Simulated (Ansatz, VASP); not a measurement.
Two plane-wave programs on Si2SnB3

```
CELL_PARAMETERS angstrom
2.94014 0.00000 0.00000
0.00000 3.21151 0.00000
0.00000 0.00000 8.33600
ATOMIC_POSITIONS crystal
Si 0.50000 0.00000 0.94886
Si 0.00000 0.00000 0.37080
Sn 0.50000 0.50000 0.64083
B 0.00000 0.50000 0.21132
B 0.00000 0.50000 0.00654
B 0.50000 0.50000 0.32165
```

Change from the starting cell: species swapped into the Sm2Ga3Co type (Pmm2, No. 25).

Alike in both runs: functional PBE; k mesh 10 × 10 × 4; occupations gaussian, width 0.1 eV; no spin polarisation.

Ansatz relaxed the structure, and its values are those at the end. VASP's run is a single point on that final structure, the one shown.

```csv
,VASP,Ansatz
version,VASP 6.6.1,Ansatz 0.2.0
potentials or method,"VASP PAW PBE potentials, release 64 (Si, Sn_d, B), cutoff 520 eV","scalar-relativistic, plane waves, PAW"
valence electrons in the cell,31,31
```

|  | VASP | Ansatz | Ansatz less VASP |
| --- | --- | --- | --- |
| gap on the k mesh at the Fermi level (eV) | none | none | - |
| pressure (GPa) | 0.0 | 0.0 | +0.03 |

A gap of «none» marks a metal or a gap that the smearing closes.
